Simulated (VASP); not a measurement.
# TiOs3 (Pm-3m) in VASP: further runs

The runs below take TiOs3 through single point, with r2SCAN.

All numbers are computed with VASP 6.6.1; they aren't measurements. Logs are shortened: lines on timing, memory, paths and dates and some standing lists are left out, and cuts for length are marked.

### Step 1. The cell of the first run

It takes space group Pm-3m (No. 221, cubic). Conventional cell: a = 3.726 Å, b = 3.726 Å, c = 3.726 Å, α = 90.00°, β = 90.00°, γ = 90.00°. Within 3.5 Å of Ti (site symmetry m-3m) lie 12 Os at 2.63 Å. Within 3.5 Å of Os (site symmetry 4/mmm) lie 4 Ti at 2.63 Å and 8 Os at 2.63 Å.

### Step 2. Single point, r2SCAN

Contents of POSCAR:

```
TiOs3
1.0
    3.7255493442      0.0000000000      0.0000000000
    0.0000000000      3.7255493442      0.0000000000
    0.0000000000      0.0000000000      3.7255493442
Ti Os
1 3
Direct
    0.0000000000      0.0000000000      0.0000000000
    0.5000000000      0.5000000000      0.0000000000
    0.5000000000      0.0000000000      0.5000000000
    0.0000000000      0.5000000000      0.5000000000
```

Contents of INCAR.step1:

```
PREC = Accurate
ENCUT = 520
ISMEAR = -1
SIGMA = 0.1
LREAL = False
LASPH = True
NELM = 80
NBANDS = 26
GGA = PE
ALGO = Normal
EDIFF = 1E-4
LWAVE = True
LCHARG = False
```

Contents of INCAR.step2:

```
PREC = Accurate
ENCUT = 520
EDIFF = 1E-7
ISMEAR = -1
SIGMA = 0.1
LREAL = False
LASPH = True
NELM = 80
ALGO = Normal
ISIF = 2
LWAVE = False
LCHARG = True
METAGGA = R2SCAN
LMIXTAU = True
LELF = True
LVHAR = True
NBANDS = 26
ISTART = 1
```

Contents of KPOINTS:

```
regular mesh
0
Gamma
  6 6 6
```

Potentials or basis: VASP PAW PBE potentials, release 64 (Ti_sv, Os).

Launch:

```
$ cat potpaw_PBE.64/Ti_sv/POTCAR potpaw_PBE.64/Os/POTCAR > POTCAR
$ cp INCAR.step1 INCAR
$ mpirun -np 1 vasp_std > vasp.out
$ cp INCAR.step2 INCAR
$ mpirun -np 1 vasp_std > vasp.out
```

OUTCAR:

```text
PREC = Accurate
   ENCUT = 520
   EDIFF = 1E-7
   ISMEAR = -1
   LREAL = False
   LASPH = True
   NELM = 80
   ISIF = 2
   METAGGA = R2SCAN
   ISTART = 1

 ion  position               nearest neighbor table
   1  0.000  0.000  0.000-   2 2.63   3 2.63   4 2.63   3 2.63   4 2.63   2 2.63   4 2.63   4 2.63
                             2 2.63   3 2.63   3 2.63   2 2.63
   2  0.500  0.500  0.000-   1 2.63   3 2.63   4 2.63   3 2.63   4 2.63   1 2.63   3 2.63   3 2.63
                             1 2.63   4 2.63   4 2.63   1 2.63
   3  0.500  0.000  0.500-   1 2.63   2 2.63   4 2.63   1 2.63   2 2.63   2 2.63   4 2.63   2 2.63
                             1 2.63   4 2.63   1 2.63   4 2.63
   4  0.000  0.500  0.500-   1 2.63   2 2.63   3 2.63   1 2.63   2 2.63   1 2.63   3 2.63   1 2.63
                             2 2.63   3 2.63   2 2.63   3 2.63

  LATTYP: Found a simple cubic cell.
 ALAT       =     3.7255493442

  Lattice vectors:

 A1 = (   3.7255493442,   0.0000000000,   0.0000000000)
 A2 = (   0.0000000000,   3.7255493442,   0.0000000000)
 A3 = (   0.0000000000,   0.0000000000,   3.7255493442)

Analysis of symmetry for initial positions (statically):
=====================================================================
 Subroutine PRICEL returns:
 Original cell was already a primitive cell.

 Routine SETGRP: Setting up the symmetry group for a
 simple cubic supercell.

 Subroutine GETGRP returns: Found 48 space group operations
 (whereof 48 operations were pure point group operations)
 out of a pool of 48 trial point group operations.

The static configuration has the point symmetry O_h .

Analysis of symmetry for dynamics (positions and initial velocities):
=====================================================================
 Subroutine PRICEL returns:
 Original cell was already a primitive cell.

 Routine SETGRP: Setting up the symmetry group for a
 simple cubic supercell.

 Subroutine GETGRP returns: Found 48 space group operations
 (whereof 48 operations were pure point group operations)
 out of a pool of 48 trial point group operations.

The dynamic configuration has the point symmetry O_h .

 Subroutine INISYM returns: Found 48 space group operations
 (whereof 48 operations are pure point group operations),
 and found     1 'primitive' translations

----------------------------------------------------------------------------------------

                                     Primitive cell

  volume of cell :      51.7096

[... 86 lines left out ...]
   NELM   =     80;   NELMIN=  2; NELMDL=  0     # of ELM steps
   EDIFF  = 0.1E-06   stopping-criterion for ELM
   LREAL  =      F    real-space projection
   EDIFFG = 0.1E-05   stopping-criterion for IOM
   NSW    =      0    number of steps for IOM
   IBRION =     -1    ionic relax: 0-MD 1-quasi-New 2-CG
   NFREE  =      0    steps in history (QN), initial steepest desc. (CG)
   ISIF   =      2    stress and relaxation
   ISYM   =      2    0-nonsym 1-usesym 2-fastsym
   POTIM  = 0.5000    time-step for ionic-motion
   TEBEG  =    0.0;   TEEND  =   0.0 temperature during run
   PSTRESS=    0.0 pullay stress
   NELECT =      36.0000    total number of electrons
   NUPDOWN=      -1.0000    fix difference up-down
   EMIN   =  10.00;   EMAX   =-10.00  energy-range for DOS
   EFERMI =   0.00;   METHOD = LEGACY
   ISMEAR =    -1;   SIGMA  =   0.10  broadening in eV -4-tet -1-fermi 0-gaus
   EFERMI_NEDOS =   21; number of points for ismear=-14 and -15
   IALGO  =     38    algorithm
   IMIX   =      4    mixing-type and parameters
     AMIX     =   0.40;   BMIX     =  1.00
     AMIX_MAG =   1.60;   BMIX_MAG =  1.00
  volume/ion in A,a.u.               =      12.93        87.24
  Fermi-wavevector in a.u.,A,eV,Ry     =   1.450949  2.741895 28.643688  2.105252
  Thomas-Fermi vector in A             =   2.568502
   LORBIT       =      0    0 simple, 1 ext, 2 COOP (PROOUT), +10 PAW based schemes
   METAGGA = R2SCAN    functional components
   LHFCALC =     F    Hartree Fock is set to
   AEXX    =    0.0000 exact exchange contribution
   IVDW    =     0    specifies the selected vdW correction
   LEPSILON=     F    determine dielectric tensor
   LRPA    =     F    only Hartree local field effects (RPA)
 non-spin polarized calculation
  energy-cutoff  :      520.00
  volume of cell :       51.71
 maximum number of plane-waves:      1409
 NGX is ok and might be reduce to    28
   NGX = 13   NGY = 13   NGZ = 13

 number of electron      35.9999998 magnetization

 Free energy of the ion-electron system (eV)
  ---------------------------------------------------
  ext. energy  EPLUGINS =         0.00000000
  ---------------------------------------------------
  free energy    TOTEN  =      -171.90330013 eV

  energy without entropy =     -171.79117396  energy(sigma->0) =     -171.84723704

 E-fermi :  10.3421     XC(G=0): -15.4460

 val. band max:       10.3197903069   @ k =   0.3333   0.1667   0.0000
 cond. band min:      10.3974417027   @ k =   0.5000   0.3333   0.0000
 fundamental gap:      0.0776513958
 Fermi energy:        10.3421110546

 k-point     1 :       0.0000    0.0000    0.0000
  band No.  band energies     occupation
      1     -48.1633      2.00000
      2     -23.4474      2.00000
      3     -23.4474      2.00000
      4     -23.4474      2.00000
      5      -0.3317      2.00000
      6       2.4324      2.00000
[... 569 lines left out ...]
     25      14.7129      0.00000
     26      14.7129      0.00000

------------------------ aborting loop because EDIFF is reached ----------------------------------------

  FORCE on cell =-STRESS in cart. coord.  units (eV):
  Direction    XX          YY          ZZ          XY          YZ          ZX
  --------------------------------------------------------------------------------------
  -------------------------------------------------------------------------------------
  Total       15.1274101     15.1274101     15.1274101      0.0000000     -0.0000000      0.0000000
  in kB      468.7099832    468.7099832    468.7099832      0.0000000     -0.0000000      0.0000000
  external PRESSURE =     468.7099832 kB  Pullay stress =       0.0000000 kB

 VOLUME and BASIS-vectors are now :
 -----------------------------------------------------------------------------
  energy-cutoff  :      520.00
  volume of cell :       51.71
      direct lattice vectors                 reciprocal lattice vectors
     3.725549344  0.000000000  0.000000000     0.268416791  0.000000000  0.000000000
     0.000000000  3.725549344  0.000000000     0.000000000  0.268416791  0.000000000
     0.000000000  0.000000000  3.725549344     0.000000000  0.000000000  0.268416791

 POSITION                                       TOTAL-FORCE (eV/Angst)
 -----------------------------------------------------------------------------------
      0.00000      0.00000      0.00000         0.000000      0.000000      0.000000
      1.86277      1.86277      0.00000         0.000000      0.000000      0.000000
      1.86277      0.00000      1.86277         0.000000      0.000000      0.000000
      0.00000      1.86277      1.86277         0.000000      0.000000      0.000000
 -----------------------------------------------------------------------------------
    total drift:                               -0.000000      0.000000      0.000000

  FREE ENERGIE OF THE ION-ELECTRON SYSTEM (eV)
  ---------------------------------------------------
  free  energy   TOTEN  =      -171.9033001299 eV

  energy  without entropy=     -171.7911739586  energy(sigma->0) =     -171.84723704
```

OSZICAR.step1:

```text
N       E                     dE             d eps       ncg     rms          rms(c)
DAV:   1     0.373907728153E+03    0.37391E+03   -0.16972E+04  1040   0.151E+03
DAV:   2    -0.701580293796E+01   -0.38092E+03   -0.36409E+03  1050   0.494E+02
DAV:   3    -0.418267967050E+02   -0.34811E+02   -0.32277E+02  1408   0.131E+02
DAV:   4    -0.438589346753E+02   -0.20321E+01   -0.19892E+01  1318   0.315E+01
DAV:   5    -0.439251283663E+02   -0.66194E-01   -0.66098E-01  1348   0.490E+00    0.334E+01
DAV:   6    -0.418654356081E+02    0.20597E+01   -0.39482E+00  1260   0.186E+01    0.166E+01
DAV:   7    -0.417768694924E+02    0.88566E-01   -0.45755E+00  1466   0.151E+01    0.518E+00
DAV:   8    -0.412734600739E+02    0.50341E+00   -0.18779E+00  1414   0.119E+01    0.134E+00
DAV:   9    -0.412688671397E+02    0.45929E-02   -0.80486E-02  1228   0.250E+00    0.625E-01
DAV:  10    -0.412700777122E+02   -0.12106E-02   -0.76885E-03  1416   0.656E-01    0.113E-01
DAV:  11    -0.412698341803E+02    0.24353E-03   -0.29825E-04   962   0.144E-01    0.494E-02
DAV:  12    -0.412697963145E+02    0.37866E-04   -0.81901E-05   704   0.730E-02
   1 F= -.41269796E+02 E0= -.41209404E+02  d E =-.120785E+00
```

Run time: 58 s. Hardware: 1 thread of Intel Xeon 6975P-C (Granite Rapids), shared host; peak memory 0.17 GiB.

What came out:

```yaml
Free_energy: -171.9033 eV
Pressure: 46.9 GPa
Band_gap_on_the_k_mesh: zero (band 18 reaches 13.94 eV, above the bottom of band 19 at 9.26 eV)
```

Levels at points of the mesh, in eV from the Fermi level:
```tsv
k point	band 16	band 17	band 18	band 19	band 20	band 21
(0.00, 0.00, 0.00)	1.25	3.52	3.60	3.60	3.60	4.27
(0.50, 0.00, 0.00)	-1.47	-0.27	-0.26	-0.26	1.74	1.74
(0.50, 0.50, 0.00)	-1.34	-1.16	-1.16	-1.08	0.31	0.48
(0.50, 0.50, 0.50)	-1.12	0.12	0.77	0.77	0.77	3.49
```

Caveat: the PAW data sets were made with another functional, which shifts forces and pressure a little; spin-orbit coupling is left out, which moves the levels of the heavy elements.

### Step 3. Single point, r2SCAN

This run uses another cell than the first one, of 13.52 Å³/atom, 1.045 times its volume.

Contents of POSCAR:

```
TiOs3
1.0
    3.7811627574      0.0000000000      0.0000000000
    0.0000000000      3.7811627574      0.0000000000
    0.0000000000      0.0000000000      3.7811627574
Ti Os
1 3
Direct
    0.0000000000      0.0000000000      0.0000000000
    0.5000000000      0.5000000000      0.0000000000
    0.5000000000      0.0000000000      0.5000000000
    0.0000000000      0.5000000000      0.5000000000
```

Contents of INCAR.step1:

```
ALGO = Normal
EDIFF = 1E-4
ENCUT = 520
GGA = PE
ISMEAR = -1
LASPH = T
LCHARG = F
LREAL = F
LWAVE = T
NBANDS = 26
NELM = 80
PREC = Accurate
SIGMA = 0.1
```

Contents of INCAR.step2:

```
ALGO = Normal
EDIFF = 1E-6
ENCUT = 520
ISIF = 2
ISMEAR = -1
ISTART = 1
LASPH = T
LCHARG = T
LELF = T
LMIXTAU = T
LREAL = F
LVHAR = T
LWAVE = F
METAGGA = R2SCAN
NBANDS = 26
NELM = 80
PREC = Accurate
SIGMA = 0.1
```

Contents of KPOINTS:

```
k-points
0
Gamma
  6 6 6
```

Potentials or basis: VASP PAW PBE potentials, release 64 (Ti_sv, Os).

Launch:

```
$ cat potpaw_PBE.64/Ti_sv/POTCAR potpaw_PBE.64/Os/POTCAR > POTCAR
$ cp INCAR.step1 INCAR
$ mpirun -np 1 vasp_std > vasp.out
$ cp INCAR.step2 INCAR
$ mpirun -np 1 vasp_std > vasp.out
```

It took 49 s on 1 thread of Intel Xeon 6975P-C (Granite Rapids), shared host; peak memory 0.17 GiB.

The run converged. Its results:

| Property | Result |
| --- | --- |
| Free energy | -172.4274 eV |
| Pressure | 25.2 GPa |
| Band gap on the k mesh | zero (band 18 reaches 13.05 eV, above the bottom of band 19 at 8.69 eV) |

Levels at points of the mesh, in eV from the Fermi level:
```csv
k point,band 15,band 16,band 17,band 18,band 19,band 20,band 21,band 22
"(0.00, 0.00, 0.00)",1.16,1.16,3.28,3.37,3.37,3.37,3.97,3.97
"(0.50, 0.00, 0.00)",-1.75,-1.38,-0.25,-0.25,-0.25,1.69,1.69,1.77
"(0.50, 0.50, 0.00)",-2.89,-1.23,-1.07,-1.07,-1.00,0.30,0.44,2.13
"(0.50, 0.50, 0.50)",-1.04,-1.04,0.07,0.65,0.65,0.65,3.26,3.26
```

Caveat: the PAW data sets were made with another functional, which shifts forces and pressure a little; spin-orbit coupling is left out, which moves the levels of the heavy elements.

### Step 4. Single point, r2SCAN

This run uses another cell than the first one, of 14.10 Å³/atom, 1.091 times its volume.

Contents of POSCAR:

```
TiOs3
1.0
    3.8351866671      0.0000000000      0.0000000000
    0.0000000000      3.8351866671      0.0000000000
    0.0000000000      0.0000000000      3.8351866671
Ti Os
1 3
Direct
    0.0000000000      0.0000000000      0.0000000000
    0.5000000000      0.5000000000      0.0000000000
    0.5000000000      0.0000000000      0.5000000000
    0.0000000000      0.5000000000      0.5000000000
```

Contents of INCAR.step1:

```
PREC     = Accurate       # precision mode
ENCUT    = 520            # plane-wave cutoff, eV
ISMEAR   = -1             # smearing method
SIGMA    = 0.1            # smearing width, eV
LREAL    = F              # projectors in reciprocal space
LASPH    = T              # aspherical terms in the spheres
NELM     = 60             # most SCF steps
NBANDS   = 26             # bands
GGA      = PE             # functional
ALGO     = Normal         # electronic algorithm
EDIFF    = 1E-4           # SCF threshold, eV
LWAVE    = T              # write WAVECAR
LCHARG   = F              # write CHGCAR
```

Contents of INCAR.step2:

```
PREC     = Accurate       # precision mode
ENCUT    = 520            # plane-wave cutoff, eV
EDIFF    = 1E-6           # SCF threshold, eV
ISMEAR   = -1             # smearing method
SIGMA    = 0.1            # smearing width, eV
LREAL    = F              # projectors in reciprocal space
LASPH    = T              # aspherical terms in the spheres
NELM     = 60             # most SCF steps
ALGO     = Normal         # electronic algorithm
ISIF     = 2              # what is computed and relaxed
LWAVE    = F              # write WAVECAR
LCHARG   = T              # write CHGCAR
METAGGA  = R2SCAN         # meta-GGA
LMIXTAU  = T            
LELF     = T              # ELF
LVHAR    = T            
NBANDS   = 26             # bands
ISTART   = 1
```

Contents of KPOINTS:

```
Automatic mesh
0
Gamma
  6 6 6
```

Launch:

```
$ cat potpaw_PBE.64/Ti_sv/POTCAR potpaw_PBE.64/Os/POTCAR > POTCAR
$ cp INCAR.step1 INCAR
$ mpirun -np 1 vasp_std > vasp.out
$ cp INCAR.step2 INCAR
$ mpirun -np 1 vasp_std > vasp.out
```

Run time: 63 s. Hardware: 1 thread of Intel Xeon 6975P-C (Granite Rapids), shared host; peak memory 0.18 GiB.

It converged, with:

```yaml
Free_energy: -172.6670 eV
Pressure: 7.9 GPa
Band_gap_on_the_k_mesh: zero (band 18 reaches 12.26 eV, above the bottom of band 19 at 8.16 eV)
```

Levels at points of the mesh, in eV from the Fermi level:
```
           k point  band 16  band 17  band 18  band 19  band 20  band 21
(0.00, 0.00, 0.00)     1.09     3.06     3.17     3.17     3.17     3.71
(0.50, 0.00, 0.00)    -1.29    -0.25    -0.25    -0.24     1.63     1.63
(0.50, 0.50, 0.00)    -1.14    -1.00    -1.00    -0.93     0.29     0.41
(0.50, 0.50, 0.50)    -0.96     0.05     0.56     0.56     0.56     3.04
```

Caveat: the PAW data sets were made with another functional, which shifts forces and pressure a little; spin-orbit coupling is left out, which moves the levels of the heavy elements.

### Step 5. Single point, r2SCAN

This run uses another cell than the first one, of 14.69 Å³/atom, 1.136 times its volume.

Contents of POSCAR:

```
TiOs3
1.0
    3.8877300000      0.0000000000      0.0000000000
    0.0000000000      3.8877300000      0.0000000000
    0.0000000000      0.0000000000      3.8877300000
Ti Os
1 3
Direct
    0.0000000000      0.0000000000      0.0000000000
    0.5000000000      0.5000000000      0.0000000000
    0.5000000000      0.0000000000      0.5000000000
    0.0000000000      0.5000000000      0.5000000000
```

Contents of INCAR.step1:

```
SYSTEM = TiOs3
ALGO     = Normal         ! electronic algorithm
EDIFF    = 1E-4           ! SCF threshold, eV
ENCUT    = 520            ! plane-wave cutoff, eV
GGA      = PE             ! functional
ISMEAR   = -1             ! smearing method
LASPH    = .True.         ! aspherical terms in the spheres
LCHARG   = .False.        ! write CHGCAR
LREAL    = .False.        ! projectors in reciprocal space
LWAVE    = .True.         ! write WAVECAR
NBANDS   = 26             ! bands
NELM     = 60             ! most SCF steps
PREC     = Accurate       ! precision mode
SIGMA    = 0.1            ! smearing width, eV
```

Contents of INCAR.step2:

```
SYSTEM = TiOs3
ALGO     = Normal         ! electronic algorithm
EDIFF    = 1E-7           ! SCF threshold, eV
ENCUT    = 520            ! plane-wave cutoff, eV
ISIF     = 2              ! what is computed and relaxed
ISMEAR   = -1             ! smearing method
ISTART   = 1            
LASPH    = .True.         ! aspherical terms in the spheres
LCHARG   = .False.        ! write CHGCAR
LMIXTAU  = .True.       
LREAL    = .False.        ! projectors in reciprocal space
LWAVE    = .False.        ! write WAVECAR
METAGGA  = R2SCAN         ! meta-GGA
NBANDS   = 26             ! bands
NELM     = 60             ! most SCF steps
PREC     = Accurate       ! precision mode
SIGMA    = 0.1            ! smearing width, eV
```

Contents of KPOINTS:

```
k-points
0
Gamma
  6 6 6
  0 0 0
```

Launch:

```
$ cat potpaw_PBE.64/Ti_sv/POTCAR potpaw_PBE.64/Os/POTCAR > POTCAR
$ cp INCAR.step1 INCAR
$ mpirun -np 1 vasp_std > vasp.out
$ cp INCAR.step2 INCAR
$ mpirun -np 1 vasp_std > vasp.out
```

Wall time 69 s (1 thread of Intel Xeon 6975P-C (Granite Rapids), shared host); peak memory 0.18 GiB.

The run converged. Its results:

* Free energy: -172.6800 eV
* Pressure: -5.8 GPa
* Band gap on the k mesh: zero (band 18 reaches 11.53 eV, above the bottom of band 19 at 7.67 eV)

Levels at points of the mesh, in eV from the Fermi level:
```tsv
k point	band 16	band 17	band 18	band 19	band 20	band 21
(0.00, 0.00, 0.00)	1.01	2.86	3.00	3.00	3.00	3.47
(0.50, 0.00, 0.00)	-1.21	-0.24	-0.24	-0.22	1.53	1.57
(0.50, 0.50, 0.00)	-1.05	-0.94	-0.94	-0.87	0.28	0.37
(0.50, 0.50, 0.50)	-0.90	0.04	0.49	0.49	0.49	2.85
```

Caveat: the PAW data sets were made with another functional, which shifts forces and pressure a little; spin-orbit coupling is left out, which moves the levels of the heavy elements.

### Step 6. Overview

```tsv
cell	gap on the mesh (eV)	pressure (GPa)
a = 3.726 Å, 4 atoms	none	46.9
a = 3.781 Å, 4 atoms	none	25.2
a = 3.835 Å, 4 atoms	none	7.9
a = 3.888 Å, 4 atoms	none	-5.8
```

Alike in all rows: task single point; level r2SCAN; potentials or basis VASP PAW PBE potentials, release 64 (Ti_sv, Os); no spin polarisation; k mesh 6 × 6 × 6; cutoff (eV) 520; smearing fermi-dirac 0.1 eV.

Caveats: the PAW data sets were made with another functional, which shifts forces and pressure a little; spin-orbit coupling is left out, which moves the levels of the heavy elements.

Total energies depend on the potentials used, so only differences within one code and one set of settings carry meaning.
